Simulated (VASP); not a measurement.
A run of VASP 6.6.1 is set up as follows.

Contents of INCAR:

```
  ALGO = Normal
  DIPOL = 0.5 0.5 0.340
  EDIFF = 1E-7
  ENCUT = 520
  GGA = PE
  IDIPOL = 3
  ISIF = 2
  ISMEAR = 0
  LASPH = T
  LCHARG = F
  LDIPOL = T
  LREAL = F
  LWAVE = F
  NBANDS = 29
  NELM = 100
  PREC = Accurate
  SIGMA = 0.1
```

KPOINTS

```
k-points
0
Gamma
  10 7 1
```

File POSCAR:

```
Ir4O
1.0
    2.7367600872      0.0000000000      0.0000000000
    0.0000000000      3.8703632323      0.0000000000
    0.0000000000      0.0000000000     19.4599433740
Ir O
4 1
Direct
    0.5000000000      0.5000000000      0.2055504440
    0.0000000000      0.0000000000      0.2758682253
    0.5000000000      0.5000000000      0.3454282602
    0.0000000000      0.0000000000      0.4090424736
    0.5000000000      0.2500000000      0.4640765021
```

Potentials or basis: VASP PAW PBE potentials, release 64 (Ir, O).

The run is started by

```bash
$ cat potpaw_PBE.64/Ir/POTCAR potpaw_PBE.64/O/POTCAR > POTCAR
$ mpirun -np 1 vasp_std > vasp.out
```

(1) Predict the band gap on the k mesh.

(2) What does it give for the largest force?

## Answers

(1) zero (band 21 reaches -0.48 eV, above the bottom of band 22 at -1.32 eV).

(2) 1.758 eV/Å.

Caveat: spin-orbit coupling is left out, which moves the levels of the heavy elements.
